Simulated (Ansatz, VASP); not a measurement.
# ZrN: VASP beside Ansatz

```
Zr N
1.0
     0.00000    2.23800    2.23800
     2.23800    0.00000    2.23800
     2.23800    2.23800    0.00000
Zr N
1 1
Direct
  0.00000 0.00000 0.00000
  0.50000 0.50000 0.50000
```

Change from the starting cell: volume scaled by 0.9405, crystal datasets.

Alike in both runs: task electric field gradients; functional PBE; k mesh 9 × 9 × 9; occupations fermi-dirac, width 0.01 eV; no spin polarisation.

|  | VASP | Ansatz |
| --- | --- | --- |
| version | VASP 6.6.1 | Ansatz 0.2.0 |
| potentials or method | VASP PAW PBE potentials, release 64 (Zr_sv, N), cutoff 520 eV | all-electron PAW with datasets made for the crystal, scalar-relativistic |

Ansatz gave:

| Item | Value |
| --- | --- |
| pressure (GPa) | 23.2 |

Q: What did VASP give for the same quantities?

A: Pressure (GPa): 23.5.

Ansatz ran all-electron here, and VASP with PAW potentials.
